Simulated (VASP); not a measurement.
Wanted: the native input for a VASP 6.6.1 run.

| Item | Value |
| --- | --- |
| Task | single point |
| Functional | PBE |
| Potentials or basis | VASP PAW PBE potentials, release 64 (Al, V_sv) |
| Cutoff | 520 eV |
| k mesh | 2 × 2 × 2, shifted |
| Occupations | gaussian, width 0.1 eV |
| Spin | no spin polarisation |
| Dipole correction | no |
| Further INCAR settings | LREAL = Auto; ALGO = Normal; EDIFF = 1e-07; NBANDS = 53; ISYM = 0 |

The structure of Al13V3 lies in POSCAR:

```
Al13V3
1.0
   -3.9473531720      3.9468632096     -3.9480978907
    3.9473379822      3.9469682193      3.9482180902
    3.9473487200     -3.9469834091     -3.9482136382
Al V
13 3
Direct
    0.2509231781      0.9988820595      0.7492339985
   -0.0016453714      0.2515728151      0.7492746354
    0.5037025335      0.9988937806      0.4966167224
    0.2510402282      0.2515815874      0.4965925735
    0.5036975555      0.7462410720      0.7492903367
    0.9983527098      0.4935098339      0.4965775914
    0.5037174617      0.2515583918      0.2546264142
    0.7456331133      0.7461885974      0.4965762750
    0.9983339313      0.9988891199      1.0019701901
   -0.0016307475      0.7462086706      0.2439309412
    0.7563564148      0.2515309891      1.0019516296
    0.5037245998      0.5042534464      0.0019505007
    0.2510789552      0.7462550132      1.0019458278
    0.7510719606      0.4988986559      0.7493046214
    0.7510423910      0.9988740931      0.2492849180
    0.2510327522      0.4988967478      0.2492439171
```

These files were run (other wordings do the same):

INCAR

```
PREC     = Accurate       # precision mode
ENCUT    = 520            # plane-wave cutoff, eV
EDIFF    = 1E-7           # SCF threshold, eV
ISMEAR   = 0              # smearing method
SIGMA    = 0.1            # smearing width, eV
LREAL    = Auto         
LASPH    = T              # aspherical terms in the spheres
NELM     = 100            # most SCF steps
ALGO     = Normal         # electronic algorithm
ISIF     = 2              # what is computed and relaxed
LWAVE    = F              # write WAVECAR
LCHARG   = F              # write CHGCAR
GGA      = PE             # functional
ISYM     = 0            
NBANDS   = 53             # bands
```

KPOINTS

```
Automatic mesh
0
Gamma
  2 2 2
  0.5 0.5 0.5
```

Potentials or basis: VASP PAW PBE potentials, release 64 (Al, V_sv).

Run with:

```sh
$ cat potpaw_PBE.64/Al/POTCAR potpaw_PBE.64/V_sv/POTCAR > POTCAR
$ mpirun -np 1 vasp_std > vasp.out
```

Results of the run:

- Pressure: 0.0 GPa
- Largest force: 0.006 eV/Å
- Band gap on the k mesh: zero (bands 39 and 40 overlap by 0.06 eV)

Caveat: the k points lie up to 0.56 Å⁻¹ apart.

It took 4 min on 1 thread of AMD EPYC 7571, with other jobs on the host, peak memory 0.34 GiB.
